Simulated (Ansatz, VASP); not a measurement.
**Two plane-wave programs on Sn**

```xyz
2
Lattice="0.0000 3.2480 3.2480 3.2480 0.0000 3.2480 3.2480 3.2480 0.0000" Properties=species:S:1:pos:R:3 pbc="T T T"
Sn    0.0000    0.0000    0.0000
Sn    1.6240    1.6240    1.6240
```

Change from the starting cell: hydrostatic strain -1.1%.

Alike in both runs: task single point; functional HSE06; k mesh 4 × 4 × 4; occupations fermi-dirac, width 0.02 eV; no spin polarisation.

|  | VASP | Ansatz |
| --- | --- | --- |
| version | VASP 6.6.1 | Ansatz 0.2.0 |
| potentials or method | VASP PAW PBE potentials, release 64 (Sn_d) | plane waves, PAW |
| plane-wave cutoff (eV) | 520 | 420 |
| valence electrons in the cell | 28 | 28 |

|  | VASP | Ansatz | Ansatz less VASP |
| --- | --- | --- | --- |
| pressure (GPa) | 1.8 | 1.8 | +0.07 |

Ansatz's warnings: filled band counts differ across k points, stress exchange threshold loose, stress scf threshold loose.

The k mesh is coarse, so the values compare programs but aren't converged.
